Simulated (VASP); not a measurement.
Here is a VASP 6.6.1 calculation.

POSCAR

```
La2TiZnO6
1.0
    2.8356600000      1.6371700000      4.5322200000
   -2.8356600000      1.6371700000      4.5322200000
    0.0000000000     -3.2743400000      4.5322200000
La Ti Zn O
2 1 1 6
Direct
    0.7501400000      0.7501400000      0.7501400000
    0.2498600000      0.2498600000      0.2498600000
    0.0000000000      0.0000000000      0.0000000000
    0.5000000000      0.5000000000      0.5000000000
    0.7630700000      0.3211500000      0.1607000000
    0.1607000000      0.7630700000      0.3211500000
    0.3211500000      0.1607000000      0.7630700000
    0.2369300000      0.6788500000      0.8393000000
    0.6788500000      0.8393000000      0.2369300000
    0.8393000000      0.2369300000      0.6788500000
```

Contents of INCAR.step1:

```
SYSTEM = La2TiZnO6
  PREC = Accurate
  ENCUT = 520
  ISMEAR = -5
  SIGMA = 0.01
  LREAL = .False.
  LASPH = .True.
  NELM = 100
  LMAXMIX = 6
  GGA = PE
  ALGO = Normal
  EDIFF = 1E-4
  LWAVE = .True.
  LCHARG = .False.
```

Contents of INCAR.step2:

```
SYSTEM = La2TiZnO6
  PREC = Accurate
  ENCUT = 520
  EDIFF = 1E-6
  ISMEAR = 0
  SIGMA = 0.01
  LREAL = .False.
  LASPH = .True.
  NELM = 100
  ALGO = Normal
  ISIF = 2
  LWAVE = .False.
  LCHARG = .False.
  LMAXMIX = 6
  METAGGA = R2SCAN
  LMIXTAU = .True.
  LORBIT = 11
  ISTART = 1
```

KPOINTS

```
regular mesh
0
Gamma
  4 4 4
  0 0 0
```

Potentials or basis: VASP PAW PBE potentials, release 64 (La, Ti_sv, Zn, O).

Command:

```sh
$ cat potpaw_PBE.64/La/POTCAR potpaw_PBE.64/Ti_sv/POTCAR potpaw_PBE.64/Zn/POTCAR potpaw_PBE.64/O/POTCAR > POTCAR
$ cp INCAR.step1 INCAR
$ mpirun -np 1 vasp_std > vasp.out
$ cp INCAR.step2 INCAR
$ mpirun -np 1 vasp_std > vasp.out
```

Task: Predict the largest force.

Result: 0.094 eV/Å.

Task: Estimate the pressure.

Result: -3.7 GPa.

Stress tensor (GPa, compression positive):
```
-3.60  0.00  0.00
 0.00 -3.60  0.00
 0.00  0.00 -4.02
```

Caveat: the cell stands under tension; the PAW data sets were made with another functional, which shifts forces and pressure a little.
